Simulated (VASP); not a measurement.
# Hf4N in VASP: notebook

Hf4N is run at these levels: PBE; tasks: single point, relaxation of cell and atoms.

Program: VASP 6.6.1. These are calculated values, not measurements. Logs are shortened: lines on timing, memory, paths and dates and some standing lists are left out, and cuts for length are marked.

## (1) The cell of the first run

The typed cell holds 10 atoms: a = 5.159 Å, b = 6.414 Å, c = 6.486 Å, α = 119.65°, β = 90.02°, γ = 90.00°.

## (2) Single point, PBE

Contents of INCAR:

```
SYSTEM = Hf4N
  PREC = Accurate
  ENCUT = 520
  EDIFF = 1E-6
  ISMEAR = 0
  SIGMA = 0.2
  LREAL = .False.
  LASPH = .True.
  NELM = 80
  ALGO = Normal
  ISIF = 2
  LWAVE = .False.
  LCHARG = .False.
  GGA = PE
  NBANDS = 56
```

Contents of KPOINTS:

```
regular mesh
0
Gamma
  4 4 4
  0 0 0
```

Contents of POSCAR:

```
Hf4N
1.0
   -0.0002033190      0.0007377015      5.1594438580
   -6.4144762382      0.0006945531      0.0002213320
    3.2078582783     -5.6373060171     -0.0009372659
Hf N
8 2
Direct
    0.2607880103      0.3337488186      0.6676358705
    0.7391910639      0.6662299460      0.3323659349
    0.2390479745      0.8337842289      0.6677000081
    0.7609281244      0.1661931957      0.3322835078
    0.7499510586      0.6732883419      0.8465868802
    0.7499874984      0.1733206693      0.8465893566
    0.2500929767      0.8267278333      0.1534188014
    0.2500276776      0.3267455397      0.1534279868
    0.4999906560      0.4999683629     -0.0000265162
   -0.0000050404      0.9999930638      1.0000181696
```

Potentials or basis: VASP PAW PBE potentials, release 64 (Hf_pv, N).

Started as:

```
$ cat potpaw_PBE.64/Hf_pv/POTCAR potpaw_PBE.64/N/POTCAR > POTCAR
$ mpirun -np 1 vasp_std > vasp.out
```

OUTCAR:

```text
SYSTEM = Hf4N
   PREC = Accurate
   ENCUT = 520
   EDIFF = 1E-6
   ISMEAR = 0
   LREAL = .False.
   LASPH = .True.
   NELM = 80
   ISIF = 2
   GGA = PE

 ion  position               nearest neighbor table
   1  0.261  0.334  0.668-   9 2.24   6 3.16   5 3.16   7 3.17   8 3.17   4 3.20   4 3.20   3 3.21
                             3 3.21   6 3.25   5 3.25   7 3.31   8 3.31
   2  0.739  0.666  0.332-   9 2.24   7 3.16   8 3.16   6 3.17   5 3.17   3 3.20   3 3.20   4 3.21
                             4 3.21   8 3.25   7 3.25   6 3.31   5 3.31
   3  0.239  0.834  0.668-  10 2.24   6 3.16   5 3.16   7 3.17   8 3.17   2 3.20   2 3.20   1 3.21
                             1 3.21   5 3.25   6 3.25   8 3.31   7 3.31
   4  0.761  0.166  0.332-  10 2.24   8 3.16   7 3.16   5 3.17   6 3.17   1 3.20   1 3.20   2 3.21
                             2 3.21   7 3.25   8 3.25   5 3.31   6 3.31
   5  0.750  0.673  0.847-  10 2.23   9 2.23   7 3.11   7 3.11   3 3.16   1 3.16   4 3.17   2 3.17
                             6 3.21   6 3.21   3 3.25   1 3.25   4 3.31   2 3.31
   6  0.750  0.173  0.847-   9 2.23  10 2.23   8 3.11   8 3.11   1 3.16   3 3.16   2 3.17   4 3.17
                             5 3.21   5 3.21   1 3.25   3 3.25   2 3.31   4 3.31
   7  0.250  0.827  0.153-   9 2.23  10 2.23   5 3.11   5 3.11   2 3.16   4 3.16   3 3.17   1 3.17
                             8 3.21   8 3.21   4 3.25   2 3.25   1 3.31   3 3.31
   8  0.250  0.327  0.153-  10 2.23   9 2.23   6 3.11   6 3.11   2 3.16   4 3.16   3 3.17   1 3.17
                             7 3.21   7 3.21   4 3.25   2 3.25   3 3.31   1 3.31
   9  0.500  0.500  1.000-   6 2.23   7 2.23   8 2.23   5 2.23   1 2.24   2 2.24
  10  1.000  1.000  0.000-   5 2.23   7 2.23   8 2.23   6 2.23   4 2.24   3 2.24

  LATTYP: Found a triclinic cell.
 ALAT       =     6.4861062852
 B/A-ratio  =     0.9889563935
 C/A-ratio  =     0.7954608956
 COS(alpha) =     0.0000739277
 COS(beta)  =     0.0002882631
 COS(gamma) =     0.4946679180

  Lattice vectors:

 A1 = (  -3.2078582783,   5.6373060171,   0.0009372659)
 A2 = (  -6.4144762382,   0.0006945531,   0.0002213320)
 A3 = (  -0.0002033190,   0.0007377015,   5.1594438580)

Analysis of symmetry for initial positions (statically):
=====================================================================
 Subroutine PRICEL returns:
 Original cell was already a primitive cell.

 Routine SETGRP: Setting up the symmetry group for a
 triclinic supercell.

 Subroutine GETGRP returns: Found  1 space group operations
 (whereof  1 operations were pure point group operations)
 out of a pool of  2 trial point group operations.

The static configuration has the point symmetry C_1 .

Analysis of symmetry for dynamics (positions and initial velocities):
[... 142 lines left out ...]
   ISMEAR =     0;   SIGMA  =   0.20  broadening in eV -4-tet -1-fermi 0-gaus
   EFERMI_NEDOS =   21; number of points for ismear=-14 and -15
   IALGO  =     38    algorithm
   IMIX   =      4    mixing-type and parameters
     AMIX     =   0.40;   BMIX     =  1.00
     AMIX_MAG =   1.60;   BMIX_MAG =  1.00
  volume/ion in A,a.u.               =      18.66       125.89
  Fermi-wavevector in a.u.,A,eV,Ry     =   1.283964  2.426339 22.430053  1.648562
  Thomas-Fermi vector in A             =   2.416185
   LORBIT       =      0    0 simple, 1 ext, 2 COOP (PROOUT), +10 PAW based schemes
   GGA     = PE    functional components
   LHFCALC =     F    Hartree Fock is set to
   AEXX    =    0.0000 exact exchange contribution
   IVDW    =     0    specifies the selected vdW correction
   LEPSILON=     F    determine dielectric tensor
   LRPA    =     F    only Hartree local field effects (RPA)
 non-spin polarized calculation
 Gauss-broadening in eV      SIGMA  =   0.20
  energy-cutoff  :      520.00
  volume of cell :      186.56
 maximum number of plane-waves:      5044
 NGX is ok and might be reduce to    40
   NGX = 19   NGY = 23   NGZ = 25

 number of electron      90.0000012 magnetization

 Free energy of the ion-electron system (eV)
  ---------------------------------------------------
  ext. energy  EPLUGINS =         0.00000000
  ---------------------------------------------------
  free energy    TOTEN  =      -103.83505049 eV

  energy without entropy =     -103.71176891  energy(sigma->0) =     -103.77340970

 E-fermi :   5.0321     XC(G=0): -11.4884

 val. band max:        5.0135514216   @ k =   0.5000   0.2500   0.0000
 cond. band min:       5.0732581192   @ k =   0.5000   0.0000   0.2500
 fundamental gap:      0.0597066977
 Fermi energy:         5.0321473566

 k-point     1 :       0.0000    0.0000    0.0000
  band No.  band energies     occupation
      1     -25.9275      2.00000
      2     -25.7032      2.00000
      3     -25.6913      2.00000
      4     -25.6720      2.00000
      5     -25.5724      2.00000
      6     -25.5624      2.00000
[... 1405 lines left out ...]
     55       7.6774      0.00000
     56       7.9669      0.00000

 [... further k-points ...]

------------------------ aborting loop because EDIFF is reached ----------------------------------------

  FORCE on cell =-STRESS in cart. coord.  units (eV):
  Direction    XX          YY          ZZ          XY          YZ          ZX
  --------------------------------------------------------------------------------------
  -------------------------------------------------------------------------------------
  Total       -1.0262405     -0.8186848     -0.9848927      0.0135540     -0.0200118      0.0079868
  in kB       -8.8135484     -7.0310207     -8.4584461      0.1164046     -0.1718647      0.0685919
  external PRESSURE =      -8.1010050 kB  Pullay stress =       0.0000000 kB

 VOLUME and BASIS-vectors are now :
 -----------------------------------------------------------------------------
  energy-cutoff  :      520.00
  volume of cell :      186.56
      direct lattice vectors                 reciprocal lattice vectors
    -0.000203319  0.000737701  5.159443858     0.000006685 -0.000028421  0.193819344
    -6.414476238  0.000694553  0.000221332    -0.155906980 -0.088717465  0.000006541
     3.207858278 -5.637306017 -0.000937266    -0.000019208 -0.177400630  0.000025364

 POSITION                                       TOTAL-FORCE (eV/Angst)
 -----------------------------------------------------------------------------------
      0.00080     -3.76324      1.34497        -0.001287     -0.069219      0.040982
     -3.20748     -1.87264      3.81365        -0.000435      0.069377     -0.040822
     -3.20645     -3.76327      1.23291        -0.001087     -0.065867     -0.037531
     -0.00028     -1.87251      3.92569        -0.000167      0.064722      0.037883
     -1.60321     -4.77145      3.86869         0.000031     -0.079435      0.000683
      1.60382     -4.77181      3.86876         0.003097     -0.079042      0.001034
     -4.81093     -0.86411      1.29038         0.000212      0.079598     -0.003625
     -1.60378     -0.86451      1.28993         0.001518      0.080364      0.000250
      0.00064     -5.63644      2.57885        -0.000966     -0.001290      0.000535
     -6.41458      0.00133      5.15964        -0.000916      0.000793      0.000612
 -----------------------------------------------------------------------------------
    total drift:                               -0.000011     -0.000012      0.000089

  FREE ENERGIE OF THE ION-ELECTRON SYSTEM (eV)
  ---------------------------------------------------
  free  energy   TOTEN  =      -103.8350504925 eV

  energy  without entropy=     -103.7117689119  energy(sigma->0) =     -103.77340970
```

OSZICAR:

```text
N       E                     dE             d eps       ncg     rms          rms(c)
DAV:   1     0.437072529478E+03    0.43707E+03   -0.49541E+04  4032   0.156E+03
DAV:   2    -0.783663625784E+02   -0.51544E+03   -0.49886E+03  4792   0.396E+02
DAV:   3    -0.112439783882E+03   -0.34073E+02   -0.32751E+02  5040   0.668E+01
DAV:   4    -0.113491059697E+03   -0.10513E+01   -0.10341E+01  4944   0.112E+01
DAV:   5    -0.113513842719E+03   -0.22783E-01   -0.22738E-01  4936   0.151E+00    0.135E+02
DAV:   6    -0.104611171737E+03    0.89027E+01   -0.57286E+01  4952   0.220E+01    0.882E+01
DAV:   7    -0.104175083843E+03    0.43609E+00   -0.10759E+01  4752   0.128E+01    0.213E+01
DAV:   8    -0.103863623303E+03    0.31146E+00   -0.17101E+00  4808   0.571E+00    0.378E+00
DAV:   9    -0.103850047842E+03    0.13575E-01   -0.66113E-01  4944   0.238E+00    0.387E+00
DAV:  10    -0.103836068428E+03    0.13979E-01   -0.12293E-01  5048   0.125E+00    0.167E+00
DAV:  11    -0.103834972654E+03    0.10958E-02   -0.15576E-02  4704   0.504E-01    0.252E-01
DAV:  12    -0.103835116730E+03   -0.14408E-03   -0.17464E-03  4888   0.142E-01    0.212E-01
DAV:  13    -0.103835042293E+03    0.74437E-04   -0.27686E-04  4880   0.671E-02    0.227E-01
DAV:  14    -0.103835050986E+03   -0.86928E-05   -0.89359E-05  4928   0.299E-02    0.183E-02
DAV:  15    -0.103835050492E+03    0.49365E-06   -0.33314E-06  3488   0.701E-03
   1 F= -.10383505E+03 E0= -.10377341E+03  d E =-.123282E+00
```

stdout:

```text
POSCAR found type information on POSCAR HfN
 POSCAR found :  2 types and      10 ions
 scaLAPACK will be used
 LDA part: xc-table for (Slater+PW92), standard interpolation
 POSCAR, INCAR and KPOINTS ok, starting setup
 FFT: planning ... GRIDC
 FFT: planning ... GRID_SOFT
 FFT: planning ... GRID
 WAVECAR not read
 entering main loop
```

Wall time 10 min (1 thread of Intel Xeon 8259CL, shared host); peak memory 0.45 GiB.

Results:

| Quantity | Value |
| --- | --- |
| Free energy | -103.8351 eV |
| Pressure | -0.8 GPa |
| Largest force | 0.080 eV/Å |
| Band gap on the k mesh | zero (bands 45 and 46 overlap by 0.72 eV) |

Forces on the atoms (eV/Å):
```
Hf  -0.001 -0.069  0.041
Hf   0.000  0.069 -0.041
Hf  -0.001 -0.066 -0.038
Hf   0.000  0.065  0.038
Hf   0.000 -0.079  0.001
Hf   0.003 -0.079  0.001
Hf   0.000  0.080 -0.004
Hf   0.002  0.080  0.000
N   -0.001 -0.001  0.001
N   -0.001  0.001  0.001
```

Stress tensor (GPa, compression positive):
```
-0.88  0.01  0.01
 0.01 -0.70 -0.02
 0.01 -0.02 -0.85
```

Caveat: spin-orbit coupling is left out, which moves the levels of the heavy elements.

## (3) Relaxation of cell and atoms, PBE (with an interstitial atom)

Contents of INCAR:

```
  PREC = Accurate
  ENCUT = 600
  EDIFF = 1E-7
  ISMEAR = 0
  SIGMA = 0.1
  LREAL = F
  LASPH = T
  NELM = 100
  ALGO = Fast
  ISIF = 3
  LWAVE = F
  LCHARG = F
  GGA = PE
  IBRION = 2
  NSW = 100
  EDIFFG = -0.01
```

Contents of KPOINTS:

```
regular mesh
0
Gamma
  6 6 6
```

Contents of POSCAR:

```
Hf4N
1.0
    3.2165343957     -5.6343670156      0.0000000000
    3.2165343957      5.6343670156      0.0000000000
    0.0000000000      0.0000000000      5.1413880867
Hf N
8 2
Direct
    0.3335079661      0.6664920339      0.2603836103
    0.6664920339      0.3335079661      0.7396163897
    0.8335079661      0.1664920339      0.2396163897
    0.1664920339      0.8335079661      0.7603836103
    0.1734757487      0.3265242513      0.7500000000
    0.6734757487      0.8265242513      0.7500000000
    0.3265242513      0.1734757487      0.2500000000
    0.8265242513      0.6734757487      0.2500000000
    0.5000000000      0.5000000000      0.5000000000
    0.0000000000      0.0000000000      0.0000000000
```

Potentials or basis: VASP PAW PBE potentials, release 64 (Hf_pv, N).

Started as:

```
$ cat potpaw_PBE.64/Hf_pv/POTCAR potpaw_PBE.64/N/POTCAR > POTCAR
$ mpirun -np 1 vasp_std > vasp.out
```

Run time: 1.9 h. Hardware: 1 thread of Oxide Virtual Turin-like, shared host; peak memory 0.65 GiB.

The run converged. Its results:

| Quantity | Value |
| --- | --- |
| Free energy | -103.8025 eV |
| Relaxed volume | 18.58 Å³/atom |
| Relaxed cell | a = 6.481 Å, b = 6.481 Å, c = 5.149 Å, α = 90.00°, β = 90.00°, γ = 120.78° |
| Space group after relaxing (to 0.1 Å) | Cmce (No. 64) |
| Energy gained by relaxing | 0.6 meV/atom |
| Ionic steps | 10 |
| Pressure after relaxing | 0.0 GPa |
| Largest force after relaxing | 0.006 eV/Å |
| Band gap on the k mesh | zero (bands 45 and 46 overlap by 0.71 eV) |

Forces on the atoms (eV/Å):
```
Hf   0.000  0.006  0.002
Hf   0.000 -0.006 -0.002
Hf   0.000  0.006 -0.002
Hf   0.000 -0.006  0.002
Hf   0.000 -0.006  0.000
Hf   0.000 -0.006  0.000
Hf   0.000  0.006  0.000
Hf   0.000  0.006  0.000
N    0.000  0.000  0.000
N    0.000  0.000  0.000
```

The path:
```csv
step,energy change (eV),largest force (eV/Å),pressure (GPa),volume (Å³)
1,0.0000,0.1275,-0.70,186.36
2,0.0006,0.0469,1.28,184.18
3,-0.0044,0.0460,0.25,185.30
4,-0.0054,0.0284,0.00,185.70
5,-0.0054,0.0285,0.00,185.68
6,-0.0056,0.0183,0.00,185.73
7,-0.0056,0.0160,0.00,185.77
8,-0.0056,0.0161,0.00,185.77
9,-0.0057,0.0103,-0.02,185.79
10,-0.0057,0.0064,-0.03,185.81
```

Final structure:
```yaml
crystal:
  lattice:
    - [3.20210, -5.63453, 0.00000]
    - [3.20210, 5.63453, 0.00000]
    - [0.00000, 0.00000, 5.14925]
  atoms:
    - { symbol: Hf, position: [0.33400, 0.66600, 0.26151] }
    - { symbol: Hf, position: [0.66600, 0.33400, 0.73849] }
    - { symbol: Hf, position: [0.83400, 0.16600, 0.23849] }
    - { symbol: Hf, position: [0.16600, 0.83400, 0.76151] }
    - { symbol: Hf, position: [0.17383, 0.32617, 0.75000] }
    - { symbol: Hf, position: [0.67383, 0.82617, 0.75000] }
    - { symbol: Hf, position: [0.32617, 0.17383, 0.25000] }
    - { symbol: Hf, position: [0.82617, 0.67383, 0.25000] }
    - { symbol: N, position: [0.50000, 0.50000, 0.50000] }
    - { symbol: N, position: [0.00000, 0.00000, 0.00000] }
```

Levels at points of the mesh, in eV from the Fermi level:
```tsv
k point	band 42	band 43	band 44	band 45	band 46	band 47	band 48	band 49
(0.00, 0.00, 0.00)	-1.02	-0.96	-0.54	0.20	0.96	1.18	1.31	1.39
(0.50, 0.00, 0.00)	-1.13	-0.89	-0.89	-0.04	-0.04	1.21	1.21	1.30
(0.50, 0.50, 0.00)	-0.90	-0.79	-0.59	-0.35	0.16	0.24	0.93	1.28
(0.00, 0.00, 0.50)	-0.79	-0.34	-0.34	0.42	0.42	0.70	0.70	1.47
(0.50, 0.00, 0.50)	-0.50	-0.24	-0.24	-0.22	-0.22	0.39	0.39	0.77
(0.50, 0.50, 0.50)	-0.58	-0.32	-0.32	-0.29	-0.29	0.46	0.46	0.73
```

Caveat: the cell differs from its parent crystal (with an interstitial atom); spin-orbit coupling is left out, which moves the levels of the heavy elements.

The gap in the log of VASP goes by the Fermi energy; the results here count the filled bands.